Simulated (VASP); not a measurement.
A run of VASP 6.6.1 is set up as follows.

The input INCAR:

```
SYSTEM = BP
PREC = Accurate ; ENCUT = 520
EDIFF = 1E-8 ; ISMEAR = 0
SIGMA = 0.01 ; LREAL = .FALSE.
LASPH = .TRUE. ; NELM = 80
ALGO = Normal ; ISIF = 2
LWAVE = .FALSE. ; LCHARG = .TRUE.
NBANDS = 11 ; IBRION = 8
NSW = 1
```

File KPOINTS:

```
regular mesh
0
G
  8 8 8
  0 0 0
```

POSCAR

```
BP
1.0
    2.2176630265      2.2176630265      0.0000000000
   -2.2176630265      2.2176630265      0.0000000000
    0.0000000000      2.2176630265      2.2176630265
B P
1 1
Direct
    0.0000000000      0.0000000000      0.0000000000
    0.7500000000      0.2500000000      0.5000000000
```

Potentials or basis: VASP PAW LDA potentials, release 64 (B, P).

Run with:

```bash
$ cat potpaw_LDA.64/B/POTCAR potpaw_LDA.64/P/POTCAR > POTCAR
$ mpirun -np 1 vasp_std > vasp.out
```

(1) Estimate the highest phonon frequency at Γ, LO-TO splitting left out.

Results:

(1) 850 cm⁻¹.

Caveat: the cell wasn't relaxed at this level first, which shifts response properties.
